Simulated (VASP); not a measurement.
# Bi (R-3m) in VASP: single point with RPBE

Aim: the single point of Bi with RPBE.

All numbers are computed with VASP 6.6.1; they aren't measurements. Logs are shortened: lines on timing, memory, paths and dates and some standing lists are left out, and cuts for length are marked.

**1. The cell of the first run**

The structure is trigonal, space group R-3m (No. 166). Conventional cell: a = 4.606 Å, b = 4.606 Å, c = 12.701 Å, α = 90.00°, β = 90.00°, γ = 120.00°. Within 4.1 Å of Bi (site symmetry 3m) lie 6 Bi at 3.12 to 3.72 Å.

**2. Single point, RPBE**

Input file INCAR:

```
ALGO = Normal
EDIFF = 1E-7
ENCUT = 520
GGA = RP
ISIF = 2
ISMEAR = -1
LASPH = True
LCHARG = True
LELF = True
LREAL = False
LVHAR = True
LWAVE = False
NBANDS = 22
NELM = 80
PREC = Accurate
SIGMA = 0.1
```

Input file KPOINTS:

```
k-points
0
Gamma
  14 14 14
```

Input file POSCAR:

```
Bi
1.0
    2.3029507800      1.3296092527      4.2337995454
   -2.3029507800      1.3296092527      4.2337995454
    0.0000000000     -2.6592185055      4.2337995454
Bi
2
Direct
    0.2307775109      0.2307775109      0.2307775109
    0.7692224891      0.7692224891      0.7692224891
```

Potentials or basis: VASP PAW PBE potentials, release 64 (Bi_d).

Started as:

```console
cat potpaw_PBE.64/Bi_d/POTCAR > POTCAR
mpirun -np 1 vasp_std > vasp.out
```

OUTCAR:

```text
EDIFF = 1E-7
   ENCUT = 520
   GGA = RP
   ISIF = 2
   ISMEAR = -1
   LASPH = True
   LREAL = False
   NELM = 80
   PREC = Accurate

 ion  position               nearest neighbor table
   1  0.231  0.231  0.231-   2 3.12   2 3.12   2 3.12   2 3.72   2 3.72   2 3.72
   2  0.769  0.769  0.769-   1 3.12   1 3.12   1 3.12   1 3.72   1 3.72   1 3.72

  LATTYP: Found a trigonal (rhomboedric) cell.
 ALAT       =     4.9996501528
 COS(alpha) =     0.5756540360

  Lattice vectors:

 A1 = (   2.3029507800,   1.3296092527,   4.2337995454)
 A2 = (  -2.3029507800,   1.3296092527,   4.2337995454)
 A3 = (   0.0000000000,  -2.6592185055,   4.2337995454)

Analysis of symmetry for initial positions (statically):
=====================================================================
 Subroutine PRICEL returns:
 Original cell was already a primitive cell.

 Routine SETGRP: Setting up the symmetry group for a
 trigonal (rhombohedral) supercell.

 Subroutine GETGRP returns: Found 12 space group operations
 (whereof 12 operations were pure point group operations)
 out of a pool of 12 trial point group operations.

The static configuration has the point symmetry D_3d.

Analysis of symmetry for dynamics (positions and initial velocities):
=====================================================================
 Subroutine PRICEL returns:
 Original cell was already a primitive cell.

 Routine SETGRP: Setting up the symmetry group for a
 trigonal (rhombohedral) supercell.

 Subroutine GETGRP returns: Found 12 space group operations
 (whereof 12 operations were pure point group operations)
 out of a pool of 12 trial point group operations.

The dynamic configuration has the point symmetry D_3d.

 Subroutine INISYM returns: Found 12 space group operations
 (whereof 12 operations are pure point group operations),
 and found     1 'primitive' translations

----------------------------------------------------------------------------------------

                                     Primitive cell

  volume of cell :      77.7840

  direct lattice vectors                    reciprocal lattice vectors
     2.302950780  1.329609253  4.233799545     0.217112760  0.125350110  0.078731487
    -2.302950780  1.329609253  4.233799545    -0.217112760  0.125350110  0.078731487
[... 78 lines left out ...]
   ICHARG =      2    charge: 1-file 2-atom 10-const
   ISPIN  =      1    spin polarized calculation?
   LNONCOLLINEAR =      F non collinear calculations
   LSORBIT =      F    spin-orbit coupling
   LASPH  =      T    aspherical Exc in radial PAW
   ENCUT  =  520.0 eV  38.22 Ry    6.18 a.u.   9.30  9.30  9.30*2*pi/ulx,y,z
   NELM   =     80;   NELMIN=  2; NELMDL= -5     # of ELM steps
   EDIFF  = 0.1E-06   stopping-criterion for ELM
   LREAL  =      F    real-space projection
   EDIFFG = 0.1E-05   stopping-criterion for IOM
   NSW    =      0    number of steps for IOM
   IBRION =     -1    ionic relax: 0-MD 1-quasi-New 2-CG
   NFREE  =      0    steps in history (QN), initial steepest desc. (CG)
   ISIF   =      2    stress and relaxation
   ISYM   =      2    0-nonsym 1-usesym 2-fastsym
   POTIM  = 0.5000    time-step for ionic-motion
   TEBEG  =    0.0;   TEEND  =   0.0 temperature during run
   PSTRESS=    0.0 pullay stress
   NELECT =      30.0000    total number of electrons
   NUPDOWN=      -1.0000    fix difference up-down
   EMIN   =  10.00;   EMAX   =-10.00  energy-range for DOS
   EFERMI =   0.00;   METHOD = LEGACY
   ISMEAR =    -1;   SIGMA  =   0.10  broadening in eV -4-tet -1-fermi 0-gaus
   EFERMI_NEDOS =   21; number of points for ismear=-14 and -15
   IALGO  =     38    algorithm
   IMIX   =      4    mixing-type and parameters
     AMIX     =   0.40;   BMIX     =  1.00
     AMIX_MAG =   1.60;   BMIX_MAG =  1.00
  volume/ion in A,a.u.               =      38.89       262.46
  Fermi-wavevector in a.u.,A,eV,Ry     =   1.191659  2.251908 19.320955  1.420050
  Thomas-Fermi vector in A             =   2.327715
   LORBIT       =      0    0 simple, 1 ext, 2 COOP (PROOUT), +10 PAW based schemes
   GGA     = RP    functional components
   LHFCALC =     F    Hartree Fock is set to
   AEXX    =    0.0000 exact exchange contribution
   IVDW    =     0    specifies the selected vdW correction
   LEPSILON=     F    determine dielectric tensor
   LRPA    =     F    only Hartree local field effects (RPA)
 non-spin polarized calculation
  energy-cutoff  :      520.00
  volume of cell :       77.78
 maximum number of plane-waves:      2128
 NGX is ok and might be reduce to    40
   NGX = 19   NGY = 19   NGZ = 19

 number of electron      30.0000002 magnetization

 Free energy of the ion-electron system (eV)
  ---------------------------------------------------
  ext. energy  EPLUGINS =         0.00000000
  ---------------------------------------------------
  free energy    TOTEN  =        -7.04899433 eV

  energy without entropy =       -7.03799469  energy(sigma->0) =       -7.04349451

 E-fermi :   5.5022     XC(G=0):  -8.9265

 val. band max:        5.5015922791   @ k =  -0.4286   0.5000   0.4286
 cond. band min:       5.5443307475   @ k =   0.5000   0.0714   0.0714
 fundamental gap:      0.0427384685
 Fermi energy:         5.5022060999

 k-point     1 :       0.0000    0.0000    0.0000
  band No.  band energies     occupation
      1     -17.4653      2.00000
      2     -17.4653      2.00000
      3     -17.3479      2.00000
      4     -17.3479      2.00000
      5     -17.3324      2.00000
      6     -17.2037      2.00000
[... 589 lines left out ...]
     21      12.7862      0.00000
     22      13.4238      0.00000

 [... further k-points ...]

------------------------ aborting loop because EDIFF is reached ----------------------------------------

  FORCE on cell =-STRESS in cart. coord.  units (eV):
  Direction    XX          YY          ZZ          XY          YZ          ZX
  --------------------------------------------------------------------------------------
  -------------------------------------------------------------------------------------
  Total       -0.0165010     -0.0165010      0.0292512      0.0000000     -0.0000000      0.0000000
  in kB       -0.3398830     -0.3398830      0.6025094      0.0000000     -0.0000000      0.0000000
  external PRESSURE =      -0.0257522 kB  Pullay stress =       0.0000000 kB

 VOLUME and BASIS-vectors are now :
 -----------------------------------------------------------------------------
  energy-cutoff  :      520.00
  volume of cell :       77.78
      direct lattice vectors                 reciprocal lattice vectors
     2.302950780  1.329609253  4.233799545     0.217112760  0.125350110  0.078731487
    -2.302950780  1.329609253  4.233799545    -0.217112760  0.125350110  0.078731487
     0.000000000 -2.659218506  4.233799545     0.000000000 -0.250700221  0.078731487

 POSITION                                       TOTAL-FORCE (eV/Angst)
 -----------------------------------------------------------------------------------
      0.00000     -0.00000      2.93120         0.000000     -0.000000      0.006879
      0.00000     -0.00000      9.77020         0.000000      0.000000     -0.006879
 -----------------------------------------------------------------------------------
    total drift:                                0.000000      0.000000     -0.000000

  FREE ENERGIE OF THE ION-ELECTRON SYSTEM (eV)
  ---------------------------------------------------
  free  energy   TOTEN  =        -7.0489943317 eV

  energy  without entropy=       -7.0379946902  energy(sigma->0) =       -7.04349451
```

stdout:

```text
POSCAR found type information on POSCAR Bi
 POSCAR found :  1 types and       2 ions
 scaLAPACK will be used
 -----------------------------------------------------------------------------
|                                                                             |
|                                                                             |
|     You enforced a specific xc type in the INCAR file but a different       |
|     I HOPE YOU KNOW WHAT YOU ARE DOING!                                     |
|                                                                             |
 -----------------------------------------------------------------------------

 LDA part: xc-table for (Slater+PW92), standard interpolation
 POSCAR, INCAR and KPOINTS ok, starting setup
 FFT: planning ... GRIDC
 FFT: planning ... GRID_SOFT
 FFT: planning ... GRID
 WAVECAR not read
 entering main loop
```

It took 11 min on 1 thread of AMD EPYC 7R43 (Zen 3), shared host; peak memory 0.48 GiB.

Results:

| Property | Result |
| --- | --- |
| Free energy | -7.0490 eV |
| Pressure | 0.0 GPa |
| Largest force | 0.007 eV/Å |
| Band gap on the k mesh | zero (bands 15 and 16 overlap by 0.23 eV) |

Forces on the atoms (eV/Å):
```
Bi   0.000  0.000  0.007
Bi   0.000  0.000 -0.007
```

Stress tensor (GPa, compression positive):
```
-0.03  0.00  0.00
 0.00 -0.03  0.00
 0.00  0.00  0.06
```

Caveat: the PAW data sets were made with another functional, which shifts forces and pressure a little; spin-orbit coupling is left out, which moves the levels of the heavy elements.
